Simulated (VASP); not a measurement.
# CaF2 (Fm-3m) in VASP: further runs

CaF2 is run at these levels: r2SCAN0, HSE06; tasks: single point.

Everything below comes from runs of VASP 6.6.1. Logs are shortened: lines on timing, memory, paths and dates and some standing lists are left out, and cuts for length are marked.

## (1) The cell of the first run

Symmetry: Fm-3m, No. 225, cubic system. The conventional cell has a = 5.439 Å, b = 5.439 Å, c = 5.439 Å, α = 90.00°, β = 90.00°, γ = 90.00°. Within 3.1 Å of Ca (site symmetry m-3m) lie 8 F at 2.36 Å. Within 3.1 Å of F (site symmetry -43m) lie 4 Ca at 2.36 Å and 6 F at 2.72 Å.

## (2) Single point, r2SCAN0

POSCAR

```
CaF2
1.0
    0.0000000000      2.7195928860      2.7195928860
    2.7195928860      0.0000000000      2.7195928860
    2.7195928860      2.7195928860      0.0000000000
Ca F
1 2
Direct
    0.0000000000      0.0000000000      0.0000000000
    0.2500000000      0.2500000000      0.2500000000
    0.7500000000      0.7500000000      0.7500000000
```

INCAR.step1

```
  PREC = Accurate
  ENCUT = 580
  EDIFF = 1E-5
  ISMEAR = 0
  SIGMA = 0.01
  LREAL = False
  LASPH = True
  NELM = 120
  ALGO = Normal
  ISIF = 2
  LWAVE = True
  GGA = PE
  NBANDS = 19
  GGA_COMPAT = False
  KPAR = 4
```

INCAR.step2

```
  PREC = Accurate
  ENCUT = 580
  EDIFF = 1E-6
  ISMEAR = 0
  SIGMA = 0.01
  LREAL = False
  LASPH = True
  NELM = 120
  ALGO = Normal
  ISIF = 2
  LWAVE = False
  LCHARG = True
  METAGGA = R2SCAN
  LHFCALC = True
  AEXX = 0.25
  LMIXTAU = True
  PRECFOCK = Normal
  LVHAR = True
  ISTART = 1
  NBANDS = 19
  GGA_COMPAT = False
  KPAR = 4
```

KPOINTS

```
regular mesh
0
Gamma
  6 6 6
```

Potentials or basis: VASP PAW PBE potentials, release 64 (Ca_sv, F).

Command:

```bash
> cat potpaw_PBE.64/Ca_sv/POTCAR potpaw_PBE.64/F/POTCAR > POTCAR
> cp INCAR.step1 INCAR
> mpirun -np 4 vasp_std > vasp.out
> cp INCAR.step2 INCAR
> mpirun -np 4 vasp_std > vasp.out
```

OUTCAR:

```text
PREC = Accurate
   ENCUT = 580
   EDIFF = 1E-6
   ISMEAR = 0
   LREAL = False
   LASPH = True
   NELM = 120
   ISIF = 2
   METAGGA = R2SCAN
   LHFCALC = True
   AEXX = 0.25
   PRECFOCK = Normal
   ISTART = 1

 ion  position               nearest neighbor table
   1  0.000  0.000  0.000-   3 2.36   2 2.36   3 2.36   2 2.36   3 2.36   3 2.36   2 2.36   2 2.36

   2  0.250  0.250  0.250-   1 2.36   1 2.36   1 2.36   1 2.36
   3  0.750  0.750  0.750-   1 2.36   1 2.36   1 2.36   1 2.36

  LATTYP: Found a face centered cubic cell.
 ALAT       =     5.4391857720

  Lattice vectors:

 A1 = (   0.0000000000,   2.7195928860,   2.7195928860)
 A2 = (   2.7195928860,   0.0000000000,   2.7195928860)
 A3 = (   2.7195928860,   2.7195928860,   0.0000000000)

Analysis of symmetry for initial positions (statically):
=====================================================================
 Subroutine PRICEL returns:
 Original cell was already a primitive cell.

 Routine SETGRP: Setting up the symmetry group for a
 face centered cubic supercell.

 Subroutine GETGRP returns: Found 48 space group operations
 (whereof 48 operations were pure point group operations)
 out of a pool of 48 trial point group operations.

The static configuration has the point symmetry O_h .

Analysis of symmetry for dynamics (positions and initial velocities):
=====================================================================
 Subroutine PRICEL returns:
 Original cell was already a primitive cell.

 Routine SETGRP: Setting up the symmetry group for a
 face centered cubic supercell.

 Subroutine GETGRP returns: Found 48 space group operations
 (whereof 48 operations were pure point group operations)
 out of a pool of 48 trial point group operations.

The dynamic configuration has the point symmetry O_h .

 Subroutine INISYM returns: Found 48 space group operations
 (whereof 48 operations are pure point group operations),
 and found     1 'primitive' translations

----------------------------------------------------------------------------------------

                                     Primitive cell

  volume of cell :      40.2292

  direct lattice vectors                    reciprocal lattice vectors
     0.000000000  2.719592886  2.719592886    -0.183851047  0.183851047  0.183851047
     2.719592886  0.000000000  2.719592886     0.183851047 -0.183851047  0.183851047
     2.719592886  2.719592886  0.000000000     0.183851047  0.183851047 -0.183851047

  length of vectors
     3.846085144  3.846085144  3.846085144     0.318439355  0.318439355  0.318439355

  position of ions in fractional coordinates (direct lattice)
     0.000000000  0.000000000  0.000000000
     0.250000000  0.250000000  0.250000000
     0.750000000  0.750000000  0.750000000

  ion indices of the primitive-cell ions
   primitive index   ion index
                 1           1
                 2           2
                 3           3

----------------------------------------------------------------------------------------

 KPOINTS: regular mesh

Automatic generation of k-mesh.
 Grid dimensions read from file:
 generate k-points for:    6    6    6

 Generating k-lattice:

  Cartesian coordinates                     Fractional coordinates (reciprocal lattice)
    -0.030641841  0.030641841  0.030641841     0.166666667  0.000000000  0.000000000
     0.030641841 -0.030641841  0.030641841     0.000000000  0.166666667  0.000000000
     0.030641841  0.030641841 -0.030641841     0.000000000  0.000000000  0.166666667

  Length of vectors
     0.053073226  0.053073226  0.053073226

  Shift w.r.t. Gamma in fractional coordinates (k-lattice)
     0.000000000  0.000000000  0.000000000

 Subroutine IBZKPT returns following result:
 ===========================================

 Found     16 irreducible k-points:

 Following reciprocal coordinates:
            Coordinates               Weight
  0.000000  0.000000  0.000000      1.000000
  0.166667  0.000000  0.000000      8.000000
  0.333333  0.000000  0.000000      8.000000
  0.500000  0.000000  0.000000      4.000000
  0.166667  0.166667  0.000000      6.000000
  0.333333  0.166667  0.000000     24.000000
[... 8 lines left out ...]
 -0.333333  0.333333  0.166667     24.000000
 -0.333333  0.500000  0.166667     12.000000
   k-points           NKPTS =     16   k-points in BZ     NKDIM =    216   number of bands    NBANDS=     19
   number of dos      NEDOS =    301   number of ions     NIONS =      3
   total plane-waves  NPLWV =  27000
   dimension x,y,z NGX =    30 NGY =   30 NGZ =   30
   dimension x,y,z NGXF=    60 NGYF=   60 NGZF=   60
   ions per type =               1   2
   NGX,Y,Z   is equivalent  to a cutoff of  12.97, 12.97, 12.97 a.u.
   NGXF,Y,Z  is equivalent  to a cutoff of  25.93, 25.93, 25.93 a.u.
 SYSTEM =  unknown system
   PREC   = accura    normal or accurate (medium, high low for compatibility)
   ISTART =      1    job   : 0-new  1-cont  2-samecut
   ICHARG =      0    charge: 1-file 2-atom 10-const
   ISPIN  =      1    spin polarized calculation?
   LNONCOLLINEAR =      F non collinear calculations
   LSORBIT =      F    spin-orbit coupling
   LASPH  =      T    aspherical Exc in radial PAW
   ENCUT  =  580.0 eV  42.63 Ry    6.53 a.u.   7.55  7.55  7.55*2*pi/ulx,y,z
   NELM   =    120;   NELMIN=  2; NELMDL=  0     # of ELM steps
   EDIFF  = 0.1E-05   stopping-criterion for ELM
   LREAL  =      F    real-space projection
   EDIFFG = 0.1E-04   stopping-criterion for IOM
   NSW    =      0    number of steps for IOM
   IBRION =     -1    ionic relax: 0-MD 1-quasi-New 2-CG
   NFREE  =      0    steps in history (QN), initial steepest desc. (CG)
   ISIF   =      2    stress and relaxation
   ISYM   =      3    0-nonsym 1-usesym 2-fastsym
   POTIM  = 0.5000    time-step for ionic-motion
   TEBEG  =    0.0;   TEEND  =   0.0 temperature during run
   PSTRESS=    0.0 pullay stress
   NELECT =      24.0000    total number of electrons
   NUPDOWN=      -1.0000    fix difference up-down
   EMIN   =  10.00;   EMAX   =-10.00  energy-range for DOS
   EFERMI =   0.00;   METHOD = LEGACY
   ISMEAR =     0;   SIGMA  =   0.01  broadening in eV -4-tet -1-fermi 0-gaus
   EFERMI_NEDOS =   21; number of points for ismear=-14 and -15
   IALGO  =     38    algorithm
   IMIX   =      1    mixing-type and parameters
     AMIX     =   0.40;   BMIX     =  1.00
     AMIX_MAG =   1.60;   BMIX_MAG =  1.00
  volume/ion in A,a.u.               =      13.41        90.49
  Fermi-wavevector in a.u.,A,eV,Ry     =   1.378155  2.604335 25.841692  1.899311
  Thomas-Fermi vector in A             =   2.503242
   LORBIT       =      0    0 simple, 1 ext, 2 COOP (PROOUT), +10 PAW based schemes
   METAGGA = R2SCAN    functional components
   LHFCALC =     T    Hartree Fock is set to
   PRECFOCK=normal    Normal, Fast or Accurate (Low or Medium for compatibility)
   ENCUT4O =  -1.0   cutoff for four orbital integrals eV
   NKREDX  =     1    reduce k-point grid by
   NKREDY  =     1    reduce k-point grid by
   NKREDZ  =     1    reduce k-point grid by
   AEXX    =    0.2500 exact exchange contribution
   HFSCREEN=    0.0000 screening length (either q_TF or 0.3 A-1)
   HFSCREENC=   0.0000 screening length for correlation (either q_TF or 0.3 A-1)
   ENCUTFOCK=  -1.0 apply spherical cutoff to Coloumb kernel
   IVDW    =     0    specifies the selected vdW correction
   LEPSILON=     F    determine dielectric tensor
   LRPA    =     F    only Hartree local field effects (RPA)
 non-spin polarized calculation
 Gauss-broadening in eV      SIGMA  =   0.01
  energy-cutoff  :      580.00
  volume of cell :       40.23
 maximum number of plane-waves:      1303
  NGX = 24; NGY = 24; NGZ = 24

 number of electron      23.9999983 magnetization

 Free energy of the ion-electron system (eV)
  ---------------------------------------------------
  ext. energy  EPLUGINS =         0.00000000
  ---------------------------------------------------
  free energy    TOTEN  =       -27.83628833 eV

  energy without entropy =      -27.83628833  energy(sigma->0) =      -27.83628833

 E-fermi :  -3.2091     XC(G=0):  -8.0241

 val. band max:       -3.3410252703   @ k =   0.5000   0.5000   0.0000
 cond. band min:       7.2445184705   @ k =   0.0000   0.0000   0.0000
 fundamental gap:     10.5855437409
 Fermi energy:        -3.2091378841

 k-point     1 :       0.0000    0.0000    0.0000
  band No.  band energies     occupation
      1     -42.0737      2.00000
      2     -25.6528      2.00000
      3     -24.8434      2.00000
      4     -20.9635      2.00000
      5     -20.9635      2.00000
      6     -20.9635      2.00000
[... 11 lines left out ...]
     18      12.3287      0.00000
     19      17.2691      0.00000

 k-point     2 :       0.1667    0.0000    0.0000
  band No.  band energies     occupation
      1     -42.0640      2.00000
      2     -25.6878      2.00000
      3     -24.9163      2.00000
      4     -20.9763      2.00000
      5     -20.9763      2.00000
      6     -20.8755      2.00000
[... 11 lines left out ...]
     18      12.2501      0.00000
     19      16.1329      0.00000

 k-point     3 :       0.3333    0.0000    0.0000
  band No.  band energies     occupation
      1     -42.0444      2.00000
      2     -25.6998      2.00000
      3     -25.1286      2.00000
      4     -21.0018      2.00000
      5     -21.0018      2.00000
      6     -20.6820      2.00000
[... 11 lines left out ...]
     18      12.0945      0.00000
     19      14.7183      0.00000

 k-point     4 :       0.5000    0.0000    0.0000
  band No.  band energies     occupation
      1     -42.0345      2.00000
      2     -25.6527      2.00000
      3     -25.2907      2.00000
      4     -21.0144      2.00000
      5     -21.0144      2.00000
      6     -20.5781      2.00000
[... 231 lines left out ...]
     18      12.7172      0.00000
     19      15.9388      0.00000

 k-point    15 :      -0.3333    0.3333    0.1667
  band No.  band energies     occupation
      1     -42.0248      2.00000
      2     -25.5698      2.00000
      3     -25.4813      2.00000
      4     -21.0661      2.00000
      5     -20.7838      2.00000
      6     -20.6834      2.00000
[... 11 lines left out ...]
     18      13.7712      0.00000
     19      15.4114      0.00000

 k-point    16 :      -0.3333    0.5000    0.1667
  band No.  band energies     occupation
      1     -42.0216      2.00000
      2     -25.7071      2.00000
      3     -25.3610      2.00000
      4     -21.0916      2.00000
      5     -20.8904      2.00000
      6     -20.5453      2.00000
[... 11 lines left out ...]
     18      15.0667      0.00000
     19      15.2751      0.00000

------------------------ aborting loop because EDIFF is reached ----------------------------------------

  FORCE on cell =-STRESS in cart. coord.  units (eV):
  Direction    XX          YY          ZZ          XY          YZ          ZX
  --------------------------------------------------------------------------------------
  -------------------------------------------------------------------------------------
  Total       -0.1029411     -0.1029411     -0.1029411      0.0000000     -0.0000000     -0.0000000
  in kB       -4.0997525     -4.0997525     -4.0997525      0.0000000     -0.0000000     -0.0000000
  external PRESSURE =      -4.0997525 kB  Pullay stress =       0.0000000 kB

 VOLUME and BASIS-vectors are now :
 -----------------------------------------------------------------------------
  energy-cutoff  :      580.00
  volume of cell :       40.23
      direct lattice vectors                 reciprocal lattice vectors
     0.000000000  2.719592886  2.719592886    -0.183851047  0.183851047  0.183851047
     2.719592886  0.000000000  2.719592886     0.183851047 -0.183851047  0.183851047
     2.719592886  2.719592886  0.000000000     0.183851047  0.183851047 -0.183851047

 POSITION                                       TOTAL-FORCE (eV/Angst)
 -----------------------------------------------------------------------------------
      0.00000      0.00000      0.00000        -0.000000      0.000000     -0.000000
      1.35980      1.35980      1.35980         0.000000      0.000000      0.000000
      4.07939      4.07939      4.07939        -0.000000     -0.000000     -0.000000
 -----------------------------------------------------------------------------------
    total drift:                                0.000000     -0.000000      0.000000

  FREE ENERGIE OF THE ION-ELECTRON SYSTEM (eV)
  ---------------------------------------------------
  free  energy   TOTEN  =       -27.8362883332 eV

  energy  without entropy=      -27.8362883332  energy(sigma->0) =      -27.83628833
```

It took 19 min on 4 MPI ranks of Intel Xeon Platinum 8375C at 2.90GHz (Ice Lake), shared host; peak memory 0.19 GiB.

Results:

```
Free energy            : -27.8363 eV
Pressure               : -0.4 GPa
Band gap on the k mesh : 10.59 eV (least direct gap 10.86 eV)
```

Caveat: the PAW data sets were made with another functional, which shifts forces and pressure a little. A k mesh can miss the band edges.

## (3) Single point, HSE06

This run uses another cell than the first one, of 13.62 Å³/atom.

POSCAR

```
CaF2
1.0
    0.0000000000      2.7337817161      2.7337817161
    2.7337817161      0.0000000000      2.7337817161
    2.7337817161      2.7337817161      0.0000000000
Ca F
1 2
Direct
    0.0000000000      0.0000000000      0.0000000000
    0.2500000000      0.2500000000      0.2500000000
    0.7500000000      0.7500000000      0.7500000000
```

INCAR.step1

```
SYSTEM = CaF2
  PREC = Accurate
  ENCUT = 520
  EDIFF = 1E-5
  ISMEAR = -1
  SIGMA = 0.02
  LREAL = .False.
  LASPH = .True.
  NELM = 120
  ALGO = Normal
  ISIF = 2
  LWAVE = .True.
  GGA = PE
  NBANDS = 19
  GGA_COMPAT = .False.
```

INCAR.step2

```
SYSTEM = CaF2
  PREC = Accurate
  ENCUT = 520
  EDIFF = 1E-6
  ISMEAR = -1
  SIGMA = 0.02
  LREAL = .False.
  LASPH = .True.
  NELM = 120
  ALGO = Normal
  ISIF = 2
  LWAVE = .False.
  LCHARG = .True.
  GGA = PE
  LHFCALC = .True.
  HFSCREEN = 0.2079
  PRECFOCK = Normal
  LELF = .True.
  LVHAR = .True.
  ISTART = 1
  NBANDS = 19
  GGA_COMPAT = .False.
```

KPOINTS

```
Automatic mesh
0
Gamma
  6 6 6
  0 0 0
```

Potentials or basis: VASP PAW PBE potentials, release 64 (Ca_sv, F).

Command:

```bash
> cat potpaw_PBE.64/Ca_sv/POTCAR potpaw_PBE.64/F/POTCAR > POTCAR
> cp INCAR.step1 INCAR
> mpirun -np 1 vasp_std > vasp.out
> cp INCAR.step2 INCAR
> mpirun -np 1 vasp_std > vasp.out
```

It took 84 min on 1 thread of Intel Xeon Platinum 8259CL at 2.50GHz (Skylake/Cascade Lake), shared host; peak memory 0.29 GiB.

It converged, with:

```
Free energy            : -20.5988 eV
Pressure               : 0.4 GPa
Band gap on the k mesh : 9.32 eV (least direct gap 9.59 eV)
```

Levels at points of the mesh, in eV from the valence-band top:
| k point | band 9 | band 10 | band 11 | band 12 | band 13 | band 14 | band 15 | band 16 |
| --- | --- | --- | --- | --- | --- | --- | --- | --- |
| (0.00, 0.00, 0.00) | -2.19 | -0.27 | -0.27 | -0.27 | 9.32 | 11.80 | 11.80 | 14.06 |
| (0.50, 0.00, 0.00) | -1.34 | -1.28 | -0.88 | -0.88 | 12.02 | 12.02 | 12.39 | 12.79 |
| (0.50, 0.50, 0.00) | -1.73 | -0.37 | -0.37 | 0.00 | 10.44 | 12.18 | 12.86 | 13.69 |

Caveat: the PAW data sets were made with another functional, which shifts forces and pressure a little.
